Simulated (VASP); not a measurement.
Here is a VASP 6.6.1 calculation.

The input POSCAR:

```
MgO
1.0
    0.0000000000      2.1135000000      2.1135000000
    2.1135000000      0.0000000000      2.1135000000
    2.1135000000      2.1135000000      0.0000000000
Mg O
1 1
Direct
    0.0000000000      0.0000000000      0.0000000000
    0.5000000000      0.5000000000      0.5000000000
```

Contents of INCAR.step1:

```
PREC = Accurate ; ENCUT = 660
ISMEAR = 0 ; SIGMA = 0.1
LREAL = F ; LASPH = T
NELM = 120 ; NBANDS = 15
GGA = PE ; ALGO = Normal
EDIFF = 1E-5 ; LWAVE = T
LCHARG = F ; GGA_COMPAT = F
```

File INCAR.step2:

```
PREC = Accurate ; ENCUT = 660
EDIFF = 1E-6 ; ISMEAR = 0
SIGMA = 0.1 ; LREAL = F
LASPH = T ; NELM = 120
ALGO = Normal ; ISIF = 2
LWAVE = F ; LCHARG = T
METAGGA = R2SCAN ; LMIXTAU = T
LELF = T ; LVHAR = T
NBANDS = 15 ; ISTART = 1
GGA_COMPAT = F
```

The input KPOINTS:

```
regular mesh
0
Gamma
  9 9 9
```

Potentials or basis: VASP PAW PBE potentials, release 64 (Mg_sv, O).

Command:

```console
$ cat potpaw_PBE.64/Mg_sv/POTCAR potpaw_PBE.64/O/POTCAR > POTCAR
$ cp INCAR.step1 INCAR
$ mpirun -np 1 vasp_std > vasp.out
$ cp INCAR.step2 INCAR
$ mpirun -np 1 vasp_std > vasp.out
```

Question: Predict the pressure.

Answer: -2.7 GPa.

Question: What does it give for the band gap on the k mesh?

Answer: 5.55 eV, direct.

Caveat: the PAW data sets were made with another functional, which shifts forces and pressure a little.

**The experiment to reproduce.**

From “Electronic structure of alkaline earth and post-transition metal oxides”, 2009, arxiv:0908.1581, for a bulk crystal of MgO: band gap 7.83 eV.

Against the measured gap of MgO, 7.83 eV (quoted in “Electronic structure of alkaline earth and post-transition metal oxides”, 2009, arxiv:0908.1581), the calculated 5.55 eV is off by -2.28 eV. The value is that of r2SCAN, without temperature or zero-point motion.
